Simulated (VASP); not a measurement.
# MgSn2O3 (P6/mmm) in VASP: notebook

MgSn2O3 is run at these levels: PBE; tasks: single point, relaxation of cell and atoms.

Everything below comes from runs of VASP 6.6.1. Logs are shortened: lines on timing, memory, paths and dates and some standing lists are left out, and cuts for length are marked.

### Step 1. The cell of the first run

It takes space group P6/mmm (No. 191, hexagonal). The conventional cell has a = 6.168 Å, b = 6.168 Å, c = 3.933 Å, α = 90.00°, β = 90.00°, γ = 120.00°. Mg (site symmetry 6/mmm) has 2 O at 1.97 Å within 2.6 Å. Within 2.6 Å of Sn (site symmetry -6m2) lie 2 O at 1.97 Å. O (site symmetry -6m2) has 2 Sn at 1.97 Å within 2.6 Å. O (site symmetry 6/mmm) has 2 Mg at 1.97 Å within 2.6 Å.

The cell was generated, and may not be a known phase.

### Step 2. Single point, PBE

File INCAR:

```
PREC = Accurate
ENCUT = 520
EDIFF = 1E-7
ISMEAR = 0
SIGMA = 0.1
LREAL = False
LASPH = True
NELM = 100
ALGO = Fast
ISIF = 2
LWAVE = False
LCHARG = False
GGA = PE
NBANDS = 33
```

File KPOINTS:

```
regular mesh
0
Gamma
  6 6 10
```

File POSCAR:

```
MgSn2O3
1.0
    6.1683202070      0.0000000000      0.0000000000
   -3.0841601035      5.3419219979      0.0000000000
    0.0000000000      0.0000000000      3.9328918627
Mg Sn O
1 2 3
Direct
    0.0000000000      0.0000000000      0.5000000000
    0.3333333333      0.6666666667      0.5000000000
    0.6666666667      0.3333333333      0.5000000000
    0.3333333333      0.6666666667      0.0000000000
    0.6666666667      0.3333333333      0.0000000000
    0.0000000000      0.0000000000      0.0000000000
```

Potentials or basis: VASP PAW PBE potentials, release 64 (Mg, Sn_d, O).

Command:

```
cat potpaw_PBE.64/Mg/POTCAR potpaw_PBE.64/Sn_d/POTCAR potpaw_PBE.64/O/POTCAR > POTCAR
mpirun -np 1 vasp_std > vasp.out
```

OUTCAR:

```text
PREC = Accurate
   ENCUT = 520
   EDIFF = 1E-7
   ISMEAR = 0
   LREAL = False
   LASPH = True
   NELM = 100
   ISIF = 2
   GGA = PE

 ion  position               nearest neighbor table
   1  0.000  0.000  0.500-   6 1.97   6 1.97   2 3.56   3 3.56   2 3.56   3 3.56   3 3.56   2 3.56

   2  0.333  0.667  0.500-   4 1.97   4 1.97   3 3.56   1 3.56   3 3.56   1 3.56   1 3.56   3 3.56

   3  0.667  0.333  0.500-   5 1.97   5 1.97   2 3.56   1 3.56   2 3.56   1 3.56   1 3.56   2 3.56

   4  0.333  0.667  0.000-   2 1.97   2 1.97
   5  0.667  0.333  0.000-   3 1.97   3 1.97
   6  0.000  0.000  0.000-   1 1.97   1 1.97

  LATTYP: Found a hexagonal cell.
 ALAT       =     6.1683202070
 C/A-ratio  =     0.6375952821

  Lattice vectors:

 A1 = (   6.1683202070,   0.0000000000,   0.0000000000)
 A2 = (  -3.0841601035,   5.3419219979,   0.0000000000)
 A3 = (   0.0000000000,   0.0000000000,   3.9328918627)

Analysis of symmetry for initial positions (statically):
=====================================================================
 Subroutine PRICEL returns:
 Original cell was already a primitive cell.

 Routine SETGRP: Setting up the symmetry group for a
 hexagonal supercell.

 Subroutine GETGRP returns: Found 24 space group operations
 (whereof 24 operations were pure point group operations)
 out of a pool of 24 trial point group operations.

The static configuration has the point symmetry D_6h.

Analysis of symmetry for dynamics (positions and initial velocities):
=====================================================================
 Subroutine PRICEL returns:
 Original cell was already a primitive cell.

 Routine SETGRP: Setting up the symmetry group for a
 hexagonal supercell.

 Subroutine GETGRP returns: Found 24 space group operations
 (whereof 24 operations were pure point group operations)
 out of a pool of 24 trial point group operations.

The dynamic configuration has the point symmetry D_6h.

 Subroutine INISYM returns: Found 24 space group operations
 (whereof 24 operations are pure point group operations),
 and found     1 'primitive' translations

----------------------------------------------------------------------------------------

                                     Primitive cell

  volume of cell :     129.5915

  direct lattice vectors                    reciprocal lattice vectors
     6.168320207  0.000000000  0.000000000     0.162118691  0.093599270  0.000000000
    -3.084160103  5.341921998  0.000000000     0.000000000  0.187198540  0.000000000
     0.000000000  0.000000000  3.932891863     0.000000000  0.000000000  0.254265826

  length of vectors
     6.168320207  6.168320207  3.932891863     0.187198540  0.187198540  0.254265826

  position of ions in fractional coordinates (direct lattice)
     0.000000000  0.000000000  0.500000000
     0.333333333  0.666666667  0.500000000
     0.666666667  0.333333333  0.500000000
     0.333333333  0.666666667  0.000000000
     0.666666667  0.333333333  0.000000000
     0.000000000  0.000000000  0.000000000

  ion indices of the primitive-cell ions
   primitive index   ion index
                 1           1
                 2           2
                 3           3
                 4           4
                 5           5
                 6           6

----------------------------------------------------------------------------------------

 KPOINTS: regular mesh

Automatic generation of k-mesh.
 Grid dimensions read from file:
 generate k-points for:    6    6   10

 Generating k-lattice:

  Cartesian coordinates                     Fractional coordinates (reciprocal lattice)
     0.027019782  0.015599878  0.000000000     0.166666667  0.000000000  0.000000000
     0.000000000  0.031199757  0.000000000     0.000000000  0.166666667  0.000000000
     0.000000000  0.000000000  0.025426583     0.000000000  0.000000000  0.100000000

  Length of vectors
     0.031199757  0.031199757  0.025426583

  Shift w.r.t. Gamma in fractional coordinates (k-lattice)
     0.000000000  0.000000000  0.000000000

 Subroutine IBZKPT returns following result:
 ===========================================

 Found     42 irreducible k-points:

 Following reciprocal coordinates:
            Coordinates               Weight
  0.000000  0.000000  0.000000      1.000000
  0.166667  0.000000  0.000000      6.000000
  0.333333  0.000000  0.000000      6.000000
  0.500000  0.000000  0.000000      3.000000
  0.166667  0.166667  0.000000      6.000000
  0.333333  0.166667  0.000000     12.000000
[... 16 lines left out ...]
  0.166667  0.000000  0.300000     12.000000
  0.333333  0.000000  0.300000     12.000000
 [... further k-points ...]
   k-points           NKPTS =     42   k-points in BZ     NKDIM =     42   number of bands    NBANDS=     33
   number of dos      NEDOS =    301   number of ions     NIONS =      6
   total plane-waves  NPLWV =  69120
   dimension x,y,z NGX =    48 NGY =   48 NGZ =   30
   dimension x,y,z NGXF=    96 NGYF=   96 NGZF=   60
   ions per type =               1   2   3
   NGX,Y,Z   is equivalent  to a cutoff of  12.94, 12.94, 12.68 a.u.
   NGXF,Y,Z  is equivalent  to a cutoff of  25.87, 25.87, 25.36 a.u.
 SYSTEM =  unknown system
   PREC   = accura    normal or accurate (medium, high low for compatibility)
   ISTART =      0    job   : 0-new  1-cont  2-samecut
   ICHARG =      2    charge: 1-file 2-atom 10-const
   ISPIN  =      1    spin polarized calculation?
   LNONCOLLINEAR =      F non collinear calculations
   LSORBIT =      F    spin-orbit coupling
   LASPH  =      T    aspherical Exc in radial PAW
   ENCUT  =  520.0 eV  38.22 Ry    6.18 a.u.  11.47 11.47  7.31*2*pi/ulx,y,z
   NELM   =    100;   NELMIN=  2; NELMDL= -5     # of ELM steps
   EDIFF  = 0.1E-06   stopping-criterion for ELM
   LREAL  =      F    real-space projection
   EDIFFG = 0.1E-05   stopping-criterion for IOM
   NSW    =      0    number of steps for IOM
   IBRION =     -1    ionic relax: 0-MD 1-quasi-New 2-CG
   NFREE  =      0    steps in history (QN), initial steepest desc. (CG)
   ISIF   =      2    stress and relaxation
   ISYM   =      2    0-nonsym 1-usesym 2-fastsym
   POTIM  = 0.5000    time-step for ionic-motion
   TEBEG  =    0.0;   TEEND  =   0.0 temperature during run
   PSTRESS=    0.0 pullay stress
   NELECT =      48.0000    total number of electrons
   NUPDOWN=      -1.0000    fix difference up-down
   EMIN   =  10.00;   EMAX   =-10.00  energy-range for DOS
   EFERMI =   0.00;   METHOD = LEGACY
   ISMEAR =     0;   SIGMA  =   0.10  broadening in eV -4-tet -1-fermi 0-gaus
   EFERMI_NEDOS =   21; number of points for ismear=-14 and -15
   IALGO  =     68    algorithm
   IMIX   =      4    mixing-type and parameters
     AMIX     =   0.40;   BMIX     =  1.00
     AMIX_MAG =   1.60;   BMIX_MAG =  1.00
  volume/ion in A,a.u.               =      21.60       145.75
  Fermi-wavevector in a.u.,A,eV,Ry     =   1.175700  2.221750 18.806924  1.382270
  Thomas-Fermi vector in A             =   2.312076
   LORBIT       =      0    0 simple, 1 ext, 2 COOP (PROOUT), +10 PAW based schemes
   GGA     = PE    functional components
   LHFCALC =     F    Hartree Fock is set to
   AEXX    =    0.0000 exact exchange contribution
   IVDW    =     0    specifies the selected vdW correction
   LEPSILON=     F    determine dielectric tensor
   LRPA    =     F    only Hartree local field effects (RPA)
 non-spin polarized calculation
 RMM-DIIS sequential band-by-band and
 Gauss-broadening in eV      SIGMA  =   0.10
  energy-cutoff  :      520.00
  volume of cell :      129.59
 maximum number of plane-waves:      3543
 NGX is ok and might be reduce to    48
   NGX = 23   NGY = 23   NGZ = 15

 number of electron      47.9999980 magnetization

 Free energy of the ion-electron system (eV)
  ---------------------------------------------------
  ext. energy  EPLUGINS =         0.00000000
  ---------------------------------------------------
  free energy    TOTEN  =       -27.54015776 eV

  energy without entropy =      -27.52607411  energy(sigma->0) =      -27.53311594

 E-fermi :   2.3771     XC(G=0):  -8.6667

 val. band max:        2.3558904048   @ k =   0.3333   0.3333   0.3000
 cond. band min:       2.4104053905   @ k =   0.0000   0.0000   0.4000
 fundamental gap:      0.0545149857
 Fermi energy:         2.3770963376

 k-point     1 :       0.0000    0.0000    0.0000
  band No.  band energies     occupation
      1     -19.5795      2.00000
      2     -19.5551      2.00000
      3     -18.8281      2.00000
      4     -18.8281      2.00000
      5     -18.8004      2.00000
      6     -18.8004      2.00000
[... 25 lines left out ...]
     32      12.0048      0.00000
     33      12.0048      0.00000

 k-point     2 :       0.1667    0.0000    0.0000
  band No.  band energies     occupation
      1     -19.5781      2.00000
      2     -19.5565      2.00000
      3     -18.8322      2.00000
      4     -18.8292      2.00000
      5     -18.7994      2.00000
      6     -18.7961      2.00000
[... 25 lines left out ...]
     32      11.1616      0.00000
     33      12.1946      0.00000

 k-point     3 :       0.3333    0.0000    0.0000
  band No.  band energies     occupation
      1     -19.5744      2.00000
      2     -19.5602      2.00000
      3     -18.8384      2.00000
      4     -18.8311      2.00000
      5     -18.7975      2.00000
      6     -18.7898      2.00000
[... 25 lines left out ...]
     32      10.7513      0.00000
     33      11.9172      0.00000

 k-point     4 :       0.5000    0.0000    0.0000
  band No.  band energies     occupation
      1     -19.5714      2.00000
      2     -19.5632      2.00000
      3     -18.8409      2.00000
      4     -18.8320      2.00000
      5     -18.7966      2.00000
      6     -18.7871      2.00000
[... 673 lines left out ...]
     32      11.9239      0.00000
     33      12.0503      0.00000

 k-point    23 :       0.1667    0.0000    0.3000
  band No.  band energies     occupation
      1     -19.1638      2.00000
      2     -19.1399      2.00000
      3     -18.8317      2.00000
      4     -18.8285      2.00000
      5     -18.7987      2.00000
      6     -18.7957      2.00000
[... 25 lines left out ...]
     32      11.0945      0.00000
     33      11.7030      0.00000

 k-point    24 :       0.3333    0.0000    0.3000
  band No.  band energies     occupation
      1     -19.1599      2.00000
      2     -19.1443      2.00000
      3     -18.8378      2.00000
      4     -18.8301      2.00000
      5     -18.7967      2.00000
      6     -18.7893      2.00000
[... 25 lines left out ...]
     32       9.4402      0.00000
     33      10.1506      0.00000

 [... further k-points ...]
[... 5 lines left out ...]
  --------------------------------------------------------------------------------------
  -------------------------------------------------------------------------------------
  Total       -0.1430379     -0.1430379      0.3609097      0.0000000      0.0000000     -0.0000000
  in kB       -1.7684193     -1.7684193      4.4620319      0.0000000      0.0000000     -0.0000000
  external PRESSURE =       0.3083978 kB  Pullay stress =       0.0000000 kB

 VOLUME and BASIS-vectors are now :
 -----------------------------------------------------------------------------
  energy-cutoff  :      520.00
  volume of cell :      129.59
      direct lattice vectors                 reciprocal lattice vectors
     6.168320207  0.000000000  0.000000000     0.162118691  0.093599270  0.000000000
    -3.084160103  5.341921998  0.000000000     0.000000000  0.187198540  0.000000000
     0.000000000  0.000000000  3.932891863     0.000000000  0.000000000  0.254265826

 POSITION                                       TOTAL-FORCE (eV/Angst)
 -----------------------------------------------------------------------------------
      0.00000      0.00000      1.96645         0.000000      0.000000      0.000000
     -0.00000      3.56128      1.96645        -0.000000      0.000000      0.000000
      3.08416      1.78064      1.96645         0.000000     -0.000000      0.000000
     -0.00000      3.56128      0.00000        -0.000000      0.000000     -0.000000
      3.08416      1.78064      0.00000         0.000000      0.000000      0.000000
      0.00000      0.00000      0.00000        -0.000000      0.000000      0.000000
 -----------------------------------------------------------------------------------
    total drift:                               -0.000000      0.000000      0.000000

  FREE ENERGIE OF THE ION-ELECTRON SYSTEM (eV)
  ---------------------------------------------------
  free  energy   TOTEN  =       -27.5401577616 eV

  energy  without entropy=      -27.5260741133  energy(sigma->0) =      -27.53311594
```

Run time: 7.2 min. Hardware: 1 thread of Oxide Virtual Turin-like, shared host; peak memory 0.31 GiB.

Results:

```
Free energy            : -27.5402 eV
Pressure               : 0.0 GPa
Band gap on the k mesh : zero (bands 24 and 25 overlap by 0.60 eV)
```

Levels at points of the mesh, in eV from the Fermi level:
```
           k point  band 20  band 21  band 22  band 23  band 24  band 25  band 26  band 27  band 28  band 29
(0.00, 0.00, 0.00)    -2.93    -2.15    -1.85    -0.77    -0.77     1.51     1.51     3.03     3.03     3.38
(0.50, 0.00, 0.00)    -2.61    -2.61    -1.86    -0.75    -0.60     0.87     1.31     4.34     4.58     5.16
(0.00, 0.00, 0.50)    -2.11    -0.51    -0.51    -0.18    -0.18     0.54     1.61     1.61     2.94     3.91
(0.50, 0.00, 0.50)    -1.95    -0.82    -0.62    -0.49    -0.15     0.24     2.60     3.68     3.98     5.42
```

Caveat: semilocal functionals underestimate gaps, and a narrow one can read as zero; spin-orbit coupling is left out, which moves the levels of the heavy elements.

### Step 3. Relaxation of cell and atoms, PBE

This run uses another cell than the first one, of 21.84 Å³/atom.

File INCAR:

```
PREC = Accurate
ENCUT = 600
EDIFF = 1E-7
ISMEAR = 0
SIGMA = 0.1
LREAL = F
LASPH = T
NELM = 80
ALGO = Fast
ISIF = 3
LWAVE = F
LCHARG = F
GGA = PE
IBRION = 2
NSW = 100
EDIFFG = -0.01
```

KPOINTS is that of step 2.

POSCAR, as its differences from that of step 2:

```diff
@@ -2,5 +2,5 @@
 1.0
-    6.1683202070      0.0000000000      0.0000000000
-   -3.0841601035      5.3419219979      0.0000000000
-    0.0000000000      0.0000000000      3.9328918627
+    6.1975185487      0.0000000000      0.0000000000
+   -3.0987592743      5.3672085036      0.0000000000
+    0.0000000000      0.0000000000      3.9388974667
 Mg Sn O
```

Potentials or basis: VASP PAW PBE potentials, release 64 (Mg, Sn_d, O).

Command:

```
cat potpaw_PBE.64/Mg/POTCAR potpaw_PBE.64/Sn_d/POTCAR potpaw_PBE.64/O/POTCAR > POTCAR
mpirun -np 1 vasp_std > vasp.out
```

It took 26 min on 1 thread of Oxide Virtual Turin-like, shared host; peak memory 0.37 GiB.

It converged, with:

| Property | Result |
| --- | --- |
| Free energy | -27.5487 eV |
| Relaxed volume | 21.32 Å³/atom |
| Relaxed cell | a = 6.128 Å, b = 6.128 Å, c = 3.934 Å, α = 90.00°, β = 90.00°, γ = 120.00° |
| Space group after relaxing (to 0.1 Å) | P6/mmm (No. 191) |
| Energy gained by relaxing | 0.6 meV/atom |
| Ionic steps | 7 |
| Pressure after relaxing | 0.0 GPa |
| Band gap on the k mesh | zero (bands 24 and 25 overlap by 0.60 eV) |

Step by step:
```tsv
step	energy change (eV)	largest force (eV/Å)	pressure (GPa)	volume (Å³)
1	0.0000	0.0000	-0.32	131.02
2	-0.0010	0.0000	-0.01	130.18
3	-0.0010	0.0000	0.05	130.04
4	-0.0016	0.0000	0.04	129.79
5	-0.0027	0.0000	0.03	129.01
6	-0.0032	0.0000	0.02	127.48
7	-0.0033	0.0000	0.03	127.93
```

Final structure:
```
Mg Sn O
1.0
     6.12778    0.00000    0.00000
    -3.06389    5.30681    0.00000
     0.00000    0.00000    3.93396
Mg Sn O
1 2 3
Direct
  0.00000 0.00000 0.50000
  0.33333 0.66667 0.50000
  0.66667 0.33333 0.50000
  0.33333 0.66667 0.00000
  0.66667 0.33333 0.00000
  0.00000 0.00000 0.00000
```

Levels at points of the mesh, in eV from the Fermi level:
| k point | band 20 | band 21 | band 22 | band 23 | band 24 | band 25 | band 26 | band 27 | band 28 |
| --- | --- | --- | --- | --- | --- | --- | --- | --- | --- |
| (0.00, 0.00, 0.00) | -2.90 | -2.09 | -1.84 | -0.75 | -0.75 | 1.51 | 1.51 | 3.05 | 3.05 |
| (0.50, 0.00, 0.00) | -2.57 | -2.56 | -1.85 | -0.73 | -0.57 | 0.89 | 1.31 | 4.43 | 4.64 |
| (0.00, 0.00, 0.50) | -2.08 | -0.49 | -0.49 | -0.19 | -0.19 | 0.55 | 1.61 | 1.61 | 2.99 |
| (0.50, 0.00, 0.50) | -1.91 | -0.85 | -0.61 | -0.47 | -0.15 | 0.25 | 2.64 | 3.74 | 4.07 |

Caveat: semilocal functionals underestimate gaps, and a narrow one can read as zero; spin-orbit coupling is left out, which moves the levels of the heavy elements.

The gap in the log of VASP goes by the Fermi energy; the results here count the filled bands.